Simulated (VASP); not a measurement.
# SiHg2 (fluorite type) (Fm-3m) in VASP: electric field gradients with PBE

Aim: the electric field gradients of SiHg2 (fluorite type) with PBE.

Program: VASP 6.6.1. These are calculated values, not measurements. Logs are shortened: lines on timing, memory, paths and dates and some standing lists are left out, and cuts for length are marked.

**1. The cell of the first run**

Symmetry: Fm-3m, No. 225, cubic system. Conventional cell: a = 6.580 Å, b = 6.580 Å, c = 6.580 Å, α = 90.00°, β = 90.00°, γ = 90.00°. Si (site symmetry m-3m) has 8 Hg at 2.85 Å within 3.8 Å. Hg (site symmetry -43m) has 4 Si at 2.85 Å and 6 Hg at 3.29 Å within 3.8 Å.

**2. Electric field gradients, PBE**

Contents of INCAR:

```
PREC = Accurate
ENCUT = 520
EDIFF = 1E-8
ISMEAR = -1
SIGMA = 0.03
LREAL = False
LASPH = True
NELM = 60
ALGO = Normal
ISIF = 2
LWAVE = False
LCHARG = False
GGA = PE
LEFG = True
NBANDS = 21
```

Contents of KPOINTS:

```
regular mesh
0
Gamma
  9 9 9
```

Contents of POSCAR:

```
SiHg2
1.0
    0.0000000000      3.2898771651      3.2898771651
    3.2898771651      0.0000000000      3.2898771651
    3.2898771651      3.2898771651      0.0000000000
Si Hg
1 2
Direct
    0.0000000000      0.0000000000      0.0000000000
    0.2500000000      0.2500000000      0.2500000000
    0.7500000000      0.7500000000      0.7500000000
```

Potentials or basis: VASP PAW PBE potentials, release 64 (Si, Hg).

Command:

```
> cat potpaw_PBE.64/Si/POTCAR potpaw_PBE.64/Hg/POTCAR > POTCAR
> mpirun -np 1 vasp_std > vasp.out
```

OUTCAR:

```text
PREC = Accurate
   ENCUT = 520
   EDIFF = 1E-8
   ISMEAR = -1
   LREAL = False
   LASPH = True
   NELM = 60
   ISIF = 2
   GGA = PE

 ion  position               nearest neighbor table
   1  0.000  0.000  0.000-   3 2.85   3 2.85   3 2.85   2 2.85   3 2.85   2 2.85   2 2.85   2 2.85

   2  0.250  0.250  0.250-   1 2.85   1 2.85   1 2.85   1 2.85   3 3.29   3 3.29   3 3.29   3 3.29
                             3 3.29   3 3.29
   3  0.750  0.750  0.750-   1 2.85   1 2.85   1 2.85   1 2.85   2 3.29   2 3.29   2 3.29   2 3.29
                             2 3.29   2 3.29

  LATTYP: Found a face centered cubic cell.
 ALAT       =     6.5797543302

  Lattice vectors:

 A1 = (   0.0000000000,   3.2898771651,   3.2898771651)
 A2 = (   3.2898771651,   0.0000000000,   3.2898771651)
 A3 = (   3.2898771651,   3.2898771651,   0.0000000000)

Analysis of symmetry for initial positions (statically):
=====================================================================
 Subroutine PRICEL returns:
 Original cell was already a primitive cell.

 Routine SETGRP: Setting up the symmetry group for a
 face centered cubic supercell.

 Subroutine GETGRP returns: Found 48 space group operations
 (whereof 48 operations were pure point group operations)
 out of a pool of 48 trial point group operations.

The static configuration has the point symmetry O_h .

Analysis of symmetry for dynamics (positions and initial velocities):
=====================================================================
 Subroutine PRICEL returns:
 Original cell was already a primitive cell.

 Routine SETGRP: Setting up the symmetry group for a
 face centered cubic supercell.

 Subroutine GETGRP returns: Found 48 space group operations
 (whereof 48 operations were pure point group operations)
 out of a pool of 48 trial point group operations.

The dynamic configuration has the point symmetry O_h .

 Subroutine INISYM returns: Found 48 space group operations
 (whereof 48 operations are pure point group operations),
 and found     1 'primitive' translations

----------------------------------------------------------------------------------------

                                     Primitive cell

  volume of cell :      71.2146

  direct lattice vectors                    reciprocal lattice vectors
     0.000000000  3.289877165  3.289877165    -0.151981358  0.151981358  0.151981358
     3.289877165  0.000000000  3.289877165     0.151981358 -0.151981358  0.151981358
     3.289877165  3.289877165  0.000000000     0.151981358  0.151981358 -0.151981358

  length of vectors
     4.652588905  4.652588905  4.652588905     0.263239434  0.263239434  0.263239434

  position of ions in fractional coordinates (direct lattice)
     0.000000000  0.000000000  0.000000000
     0.250000000  0.250000000  0.250000000
     0.750000000  0.750000000  0.750000000

  ion indices of the primitive-cell ions
   primitive index   ion index
                 1           1
                 2           2
                 3           3

----------------------------------------------------------------------------------------

 KPOINTS: regular mesh

Automatic generation of k-mesh.
 Grid dimensions read from file:
 generate k-points for:    9    9    9

 Generating k-lattice:

  Cartesian coordinates                     Fractional coordinates (reciprocal lattice)
    -0.016886818  0.016886818  0.016886818     0.111111111  0.000000000  0.000000000
     0.016886818 -0.016886818  0.016886818     0.000000000  0.111111111  0.000000000
     0.016886818  0.016886818 -0.016886818     0.000000000  0.000000000  0.111111111

  Length of vectors
     0.029248826  0.029248826  0.029248826

  Shift w.r.t. Gamma in fractional coordinates (k-lattice)
     0.000000000  0.000000000  0.000000000

 Subroutine IBZKPT returns following result:
 ===========================================

 Found     35 irreducible k-points:

 Following reciprocal coordinates:
            Coordinates               Weight
  0.000000  0.000000  0.000000      1.000000
  0.111111  0.000000  0.000000      8.000000
  0.222222  0.000000  0.000000      8.000000
  0.333333  0.000000  0.000000      8.000000
  0.444444  0.000000  0.000000      8.000000
  0.111111  0.111111  0.000000      6.000000
[... 16 lines left out ...]
 -0.333333  0.333333  0.000000     12.000000
  0.444444  0.444444  0.000000      6.000000
 [... further k-points ...]
   k-points           NKPTS =     35   k-points in BZ     NKDIM =     35   number of bands    NBANDS=     21
   number of dos      NEDOS =    301   number of ions     NIONS =      3
   total plane-waves  NPLWV =  46656
   dimension x,y,z NGX =    36 NGY =   36 NGZ =   36
   dimension x,y,z NGXF=    72 NGYF=   72 NGZF=   72
   ions per type =               1   2
   NGX,Y,Z   is equivalent  to a cutoff of  12.86, 12.86, 12.86 a.u.
   NGXF,Y,Z  is equivalent  to a cutoff of  25.73, 25.73, 25.73 a.u.
 SYSTEM =  unknown system
   PREC   = accura    normal or accurate (medium, high low for compatibility)
   ISTART =      0    job   : 0-new  1-cont  2-samecut
   ICHARG =      2    charge: 1-file 2-atom 10-const
   ISPIN  =      1    spin polarized calculation?
   LNONCOLLINEAR =      F non collinear calculations
   LSORBIT =      F    spin-orbit coupling
   LASPH  =      T    aspherical Exc in radial PAW
   ENCUT  =  520.0 eV  38.22 Ry    6.18 a.u.   8.65  8.65  8.65*2*pi/ulx,y,z
   NELM   =     60;   NELMIN=  2; NELMDL= -5     # of ELM steps
   EDIFF  = 0.1E-07   stopping-criterion for ELM
   LREAL  =      F    real-space projection
   EDIFFG = 0.1E-06   stopping-criterion for IOM
   NSW    =      0    number of steps for IOM
   IBRION =     -1    ionic relax: 0-MD 1-quasi-New 2-CG
   NFREE  =      0    steps in history (QN), initial steepest desc. (CG)
   ISIF   =      2    stress and relaxation
   ISYM   =      2    0-nonsym 1-usesym 2-fastsym
   POTIM  = 0.5000    time-step for ionic-motion
   TEBEG  =    0.0;   TEEND  =   0.0 temperature during run
   PSTRESS=    0.0 pullay stress
   NELECT =      28.0000    total number of electrons
   NUPDOWN=      -1.0000    fix difference up-down
   EMIN   =  10.00;   EMAX   =-10.00  energy-range for DOS
   EFERMI =   0.00;   METHOD = LEGACY
   ISMEAR =    -1;   SIGMA  =   0.03  broadening in eV -4-tet -1-fermi 0-gaus
   EFERMI_NEDOS =   21; number of points for ismear=-14 and -15
   IALGO  =     38    algorithm
   IMIX   =      4    mixing-type and parameters
     AMIX     =   0.40;   BMIX     =  1.00
     AMIX_MAG =   1.60;   BMIX_MAG =  1.00
  volume/ion in A,a.u.               =      23.74       160.19
  Fermi-wavevector in a.u.,A,eV,Ry     =   1.199328  2.266401 19.570439  1.438387
  Thomas-Fermi vector in A             =   2.335193
   LORBIT       =      0    0 simple, 1 ext, 2 COOP (PROOUT), +10 PAW based schemes
   GGA     = PE    functional components
   LHFCALC =     F    Hartree Fock is set to
   AEXX    =    0.0000 exact exchange contribution
   IVDW    =     0    specifies the selected vdW correction
   LEPSILON=     F    determine dielectric tensor
   LRPA    =     F    only Hartree local field effects (RPA)
 non-spin polarized calculation
  energy-cutoff  :      520.00
  volume of cell :       71.21
 maximum number of plane-waves:      1936
   NGX = 17   NGY = 17   NGZ = 17

 number of electron      28.0000002 magnetization

 Free energy of the ion-electron system (eV)
  ---------------------------------------------------
  ext. energy  EPLUGINS =         0.00000000
  ---------------------------------------------------
  free energy    TOTEN  =        -4.72024564 eV

  energy without entropy =       -4.71675381  energy(sigma->0) =       -4.71849973

 E-fermi :   3.4245     XC(G=0): -10.1063

 val. band max:        3.4013392246   @ k =   0.1111   0.1111   0.0000
 cond. band min:       3.5549734584   @ k =  -0.2222   0.2222   0.0000
 fundamental gap:      0.1536342337
 Fermi energy:         3.4245089423

 k-point     1 :       0.0000    0.0000    0.0000
  band No.  band energies     occupation
      1      -6.8837      2.00000
      2      -4.3573      2.00000
      3      -4.3573      2.00000
      4      -4.3573      2.00000
      5      -4.3203      2.00000
      6      -4.3203      2.00000
[... 550 lines left out ...]
      5      -3.6443      2.00000
      6      -3.6443      2.00000
[... 13 lines left out ...]
     20      11.9018      0.00000
     21      12.4647      0.00000

 [... further k-points ...]

------------------------ aborting loop because EDIFF is reached ----------------------------------------

  FORCE on cell =-STRESS in cart. coord.  units (eV):
  Direction    XX          YY          ZZ          XY          YZ          ZX
  --------------------------------------------------------------------------------------
  -------------------------------------------------------------------------------------
  Total        0.0833349      0.0833349      0.0833349      0.0000000      0.0000000     -0.0000000
  in kB        1.8748578      1.8748578      1.8748578      0.0000000      0.0000000     -0.0000000
  external PRESSURE =       1.8748578 kB  Pullay stress =       0.0000000 kB

 VOLUME and BASIS-vectors are now :
 -----------------------------------------------------------------------------
  energy-cutoff  :      520.00
  volume of cell :       71.21
      direct lattice vectors                 reciprocal lattice vectors
     0.000000000  3.289877165  3.289877165    -0.151981358  0.151981358  0.151981358
     3.289877165  0.000000000  3.289877165     0.151981358 -0.151981358  0.151981358
     3.289877165  3.289877165  0.000000000     0.151981358  0.151981358 -0.151981358

 POSITION                                       TOTAL-FORCE (eV/Angst)
 -----------------------------------------------------------------------------------
      0.00000      0.00000      0.00000         0.000000      0.000000      0.000000
      1.64494      1.64494      1.64494         0.000000      0.000000      0.000000
      4.93482      4.93482      4.93482        -0.000000     -0.000000     -0.000000
 -----------------------------------------------------------------------------------
    total drift:                                0.000000      0.000000      0.000000

  FREE ENERGIE OF THE ION-ELECTRON SYSTEM (eV)
  ---------------------------------------------------
  free  energy   TOTEN  =        -4.7202456385 eV

  energy  without entropy=       -4.7167538133  energy(sigma->0) =       -4.71849973

 Electric field gradients (V/A^2)
---------------------------------------------------------------------
 ion       V_xx      V_yy      V_zz      V_xy      V_xz      V_yz
---------------------------------------------------------------------
   1      -0.000     0.000     0.000     0.000     0.000     0.000
   2      -0.000    -0.000    -0.000     0.000     0.000     0.000
   3      -0.000    -0.000    -0.000     0.000     0.000     0.000
---------------------------------------------------------------------

 Electric field gradients after diagonalization (V/A^2)
 (convention: |V_zz| > |V_xx| > |V_yy|)
----------------------------------------------------------------------
 ion       V_xx      V_yy      V_zz     asymmetry (V_yy - V_xx)/ V_zz
----------------------------------------------------------------------
   1      -0.000    -0.000     0.000       0.000
   2      -0.000    -0.000     0.001       0.000
   3      -0.000    -0.000     0.001       0.000
----------------------------------------------------------------------

           NMR quadrupolar parameters

 Cq : quadrupolar parameter    Cq=e*Q*V_zz/h
 eta: asymmetry parameters     (V_yy - V_xx)/ V_zz
 Q  : nuclear electric quadrupole moment in mb (millibarn)
----------------------------------------------------------------------
 ion       Cq(MHz)       eta       Q (mb)
----------------------------------------------------------------------
   1       0.000       0.000       1.000
   2       0.000       0.000       1.000
   3       0.000       0.000       1.000
----------------------------------------------------------------------
```

Wall time 90 s (1 thread of Intel Xeon 8259CL, shared host); peak memory 0.23 GiB.

Results:

```yaml
Free_energy: -4.7202 eV
Pressure: 0.2 GPa
Band_gap_on_the_k_mesh: zero (bands 14 and 15 overlap by 3.11 eV)
Largest_electric_field_gradient_by_atom: zero within the noise of the run
```

Levels at points of the mesh, in eV from the Fermi level:
| k point | band 10 | band 11 | band 12 | band 13 | band 14 | band 15 | band 16 | band 17 | band 18 | band 19 |
| --- | --- | --- | --- | --- | --- | --- | --- | --- | --- | --- |
| (0.00, 0.00, 0.00) | -6.07 | -6.07 | -0.47 | 1.21 | 1.29 | 1.29 | 1.29 | 2.09 | 2.09 | 2.09 |

Caveat: spin-orbit coupling is left out, which moves the levels of the heavy elements.
